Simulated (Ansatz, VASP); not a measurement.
ZrTi3C4: VASP beside Ansatz

```
Zr Ti C
1.0
     3.14782    0.00000    0.00000
     0.00000    3.14782    0.00000
     0.00000    0.00000    8.86230
Zr Ti C
1 3 4
Cartesian
  0.0000 0.0000 0.0000
  1.5739 1.5739 2.3008
  0.0000 0.0000 4.4312
  1.5739 1.5739 6.5615
  0.0000 0.0000 2.3101
  1.5739 1.5739 4.4312
  0.0000 0.0000 6.5522
  1.5739 1.5739 0.0000
```

Alike in both runs: functional PBE; k mesh 6 × 6 × 2; occupations gaussian, width 0.1 eV; no spin polarisation.

Ansatz relaxed the structure, and its values are those at the end. VASP's run is a single point on that final structure, the one shown.

|  | VASP | Ansatz |
| --- | --- | --- |
| version | VASP 6.6.1 | Ansatz 0.2.0 |
| potentials or method | VASP PAW PBE potentials, release 64 (Zr_sv, Ti_sv, C), cutoff 520 eV | scalar-relativistic, plane waves, PAW |
| valence electrons in the cell | 64 | 64 |

VASP gave:

| Item | Value |
| --- | --- |
| gap on the k mesh at the Fermi level (eV) | none |
| pressure (GPa) | 0.2 |

Which values does Ansatz return?

gap on the k mesh at the Fermi level (eV): none; pressure (GPa): 0.0.

A gap of «none» marks a metal or a gap that the smearing closes. With one functional, cell and mesh, what is left measures potentials, basis and numerics.
